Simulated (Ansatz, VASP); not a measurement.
## Sc2TaO2: VASP beside Ansatz

```
CELL_PARAMETERS angstrom
4.56633 0.00000 0.00000
-2.28316 3.95455 0.00000
0.00000 0.00000 3.96765
ATOMIC_POSITIONS crystal
Sc 0.33333 0.66667 0.26957
Sc 0.66667 0.33333 0.26957
Ta 0.00000 0.00000 0.76958
O 0.33333 0.66667 0.76957
O 0.66667 0.33333 0.76957
```

Alike in both runs: functional PBE; k mesh 6 × 6 × 4; occupations gaussian, width 0.1 eV; no spin polarisation.

Ansatz relaxed the structure, and its values are those at the end. VASP's run is a single point on that final structure, the one shown.

```csv
,VASP,Ansatz
version,VASP 6.6.1,Ansatz 0.2.0
potentials or method,"VASP PAW PBE potentials, release 64 (Sc_sv, Ta_pv, O), cutoff 520 eV","scalar-relativistic, plane waves, PAW"
valence electrons in the cell,45,47
```

|  | VASP | Ansatz | Ansatz less VASP |
| --- | --- | --- | --- |
| gap on the k mesh at the Fermi level (eV) | none | none | - |
| pressure (GPa) | 0.3 | -0.3 | -0.64 |

A gap of «none» marks a metal or a gap that the smearing closes. The functional is the same, so the differences come from potentials, cutoffs and numerics. VASP's potentials hold 45 valence electrons a cell and Ansatz's 47, so a difference there can come from the potentials and not from the codes.

The k mesh is coarse, so the values compare programs but aren't converged. Neither program's run includes spin-orbit coupling.
